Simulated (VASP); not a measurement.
La:

```
La
1.0
     3.45137    0.00000    0.00000
    -1.72568    2.98897    0.00000
     0.00000    0.00000    5.59121
La
2
Direct
  0.33333 0.66667 0.25000
  0.66667 0.33333 0.75000
```

| Property | Result |
| --- | --- |
| Program | VASP 6.6.1 |
| Task | relaxation of cell and atoms |
| Functional | PBE |
| Potentials or basis | VASP PAW PBE potentials, release 64 (La) |
| Cutoff | 600 eV |
| k mesh | 12 × 12 × 7 |
| Occupations | fermi-dirac, width 0.05 eV |
| Spin | no spin polarisation |

At the start: pressure 9.2 GPa; volume 28.84 Å³/atom.

How do energy, volume and symmetry change on relaxing?

Over 10 steps the energy falls by 219.7 meV/atom and the volume is 37.76 Å³/atom (+30.9 %); space group P6_3/mmc (No. 194, to 0.1 Å) before and after.

Step by step:
```
step  energy change (eV)  largest force (eV/Å)  pressure (GPa)  volume (Å³)
   1              0.0000                0.0000            9.19        57.68
   2             -0.4291                0.0000            1.02        72.62
   3             -0.4369                0.0000           -0.25        76.13
   4             -0.4376                0.0000            0.03        75.34
   5             -0.4374                0.0000           -0.11        75.72
   6             -0.4386                0.0000            0.01        75.43
   7             -0.4391                0.0000            0.12        75.12
   8             -0.4391                0.0000            0.16        75.05
   9             -0.4395                0.0000            0.01        75.46
  10             -0.4395                0.0000            0.00        75.51
```

Final structure:
```cif
data_structure
_symmetry_space_group_name_H-M 'P 1'
_symmetry_Int_Tables_number 1
_cell_length_a 3.7854
_cell_length_b 3.7854
_cell_length_c 6.0853
_cell_angle_alpha 90.000
_cell_angle_beta 90.000
_cell_angle_gamma 120.000
_cell_volume 75.51
loop_
_atom_site_label
_atom_site_type_symbol
_atom_site_fract_x
_atom_site_fract_y
_atom_site_fract_z
_atom_site_occupancy
La1 La 0.33333 0.66667 0.25000 1
La2 La 0.66667 0.33333 0.75000 1
```

Caveat: the volume moved by over 15 % at a fixed basis, so the end points are rough.
